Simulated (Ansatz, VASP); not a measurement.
Ta5Si in VASP and in Ansatz

The input INCAR:

```
PREC     = Accurate       # precision mode
ENCUT    = 520            # plane-wave cutoff, eV
EDIFF    = 1E-6           # SCF threshold, eV
ISMEAR   = 0              # smearing method
SIGMA    = 0.1            # smearing width, eV
LREAL    = False          # projectors in reciprocal space
LASPH    = True           # aspherical terms in the spheres
NELM     = 60             # most SCF steps
ALGO     = Fast           # electronic algorithm
ISIF     = 2              # what is computed and relaxed
LWAVE    = False          # write WAVECAR
LCHARG   = False          # write CHGCAR
GGA      = PE             # functional
NBANDS   = 38             # bands
```

KPOINTS

```
regular mesh
0
Gamma
  10 10 4
```

Contents of POSCAR:

```
Ta5Si
1.0
    3.3716658195      0.0000000000      0.0000000000
    0.0000000000      3.3716658195      0.0000000000
    0.0000000000      0.0000000000      9.1721589930
Ta Si
5 1
Direct
    0.5000000000      0.5000000000      0.1509176276
    0.0000000000      0.0000000000      0.3205818346
    0.5000000000      0.5000000000      0.8490823724
    0.0000000000      0.0000000000      0.6794181654
    0.5000000000      0.5000000000      0.5000000000
    0.0000000000      0.0000000000      0.0000000000
```

Input for Ansatz:

```yaml
crystal:
  lattice:
    - [3.3716658195, 0.0, 0.0]
    - [0.0, 3.3716658195, 0.0]
    - [0.0, 0.0, 9.172158993]
  atoms:
    - { symbol: Ta, position: [0.5, 0.5, 0.1509176276] }
    - { symbol: Ta, position: [0.0, 0.0, 0.3205818346] }
    - { symbol: Ta, position: [0.5, 0.5, 0.8490823724] }
    - { symbol: Ta, position: [0.0, 0.0, 0.6794181654] }
    - { symbol: Ta, position: [0.5, 0.5, 0.5] }
    - { symbol: Si, position: [0.0, 0.0, 0.0] }
basis:
  ecutwfc: 420
kpoints:
  mp_grid: { grid: [10, 10, 4] }
  band_path:
    path:
      - [[0.0, 0.0, 0.0], [0.0, 0.5, 0.0], [0.5, 0.5, 0.0], [0.0, 0.0, 0.0], [0.0, 0.0, 0.5], [0.0, 0.5, 0.5], [0.5, 0.5, 0.5], [0.0, 0.0, 0.5]]
      - [[0.0, 0.5, 0.0], [0.0, 0.5, 0.5]]
      - [[0.5, 0.5, 0.0], [0.5, 0.5, 0.5]]
    npoints: 14
hamiltonian:
  xc: pbe
scf:
  occupations: { method: gaussian, width: 0.1 }
  n_extra_bands: 15
output:
  forces: true
  stress: true
  eigenvalues: true
  populations: true
  dos: { projected: true, de: 0.02, nscf_kmesh: { grid: [12, 12, 5] } }
  bader: true
  write_density: true
  write_potential: true
  elf: true
  volumetric_format: npy
```

Alike in both runs: task single point; functional PBE; k mesh 10 × 10 × 4; occupations gaussian, width 0.1 eV; no spin polarisation.

|  | VASP | Ansatz |
| --- | --- | --- |
| version | VASP 6.6.1 | Ansatz 0.2.0 |
| potentials or method | VASP PAW PBE potentials, release 64 (Ta_pv, Si), cutoff 520 eV | scalar-relativistic, plane waves, PAW |
| valence electrons in the cell | 59 | 69 |

```tsv
	VASP	Ansatz	Ansatz less VASP
gap on the k mesh at the Fermi level (eV)	none	none	-
pressure (GPa)	0.1	0.0	-0.11
```

A gap of «none» marks a metal or a gap that the smearing closes. VASP's potentials hold 59 valence electrons a cell and Ansatz's 69, so a difference there can come from the potentials and not from the codes.

Spin-orbit coupling is off throughout.
